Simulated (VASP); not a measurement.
Here is a VASP 6.6.1 calculation.

File INCAR:

```
PREC = Accurate
ENCUT = 520
EDIFF = 1E-7
ISMEAR = 0
SIGMA = 0.05
LREAL = F
LASPH = T
NELM = 60
ALGO = Normal
ISIF = 2
LWAVE = F
LCHARG = F
GGA = PE
NBANDS = 26
```

The input KPOINTS:

```
Automatic mesh
0
Gamma
  12 12 4
```

POSCAR

```
C
1.0
    2.5717063007     -0.1388366262      0.0338753736
   -1.4060891956      2.2904317440     -0.0078209496
    0.1106359652      0.0343812008      8.3132018471
C
8
Direct
    0.0508039610      0.0709017296      0.1051942593
    0.0819695483      0.0753176658      0.5584514455
    0.0064143699     -0.0023692596      0.4000845817
   -0.0820036857     -0.1041291338      0.8982698181
    0.2847362294      0.7345904348      0.1784113040
    0.7242789608      0.3889820709      0.6766189158
    0.2813004115      0.6286241873      0.3329666538
    0.6525002048      0.2080823050      0.8500030218
```

Potentials or basis: VASP PAW PBE potentials, release 64 (C).

Command:

```sh
$ cat potpaw_PBE.64/C/POTCAR > POTCAR
$ mpirun -np 1 vasp_std > vasp.out
```

Q: Estimate the band gap on the k mesh.

A: Zero (bands 16 and 17 overlap by 1.12 eV).

Q: What does it give for the largest force?

A: 15.788 eV/Å.

Stress tensor (GPa, compression positive):
```
-7.40 40.73 -5.75
40.73  3.62 -7.78
-5.75 -7.78 39.98
```

Caveat: the cell differs from its parent crystal (atoms moved at random and the cell strained at random); the stress differs along the axes, from -7 to 40 GPa; forces of over 1 eV/Å act on the atoms, so gaps and moduli don't describe the material at rest.
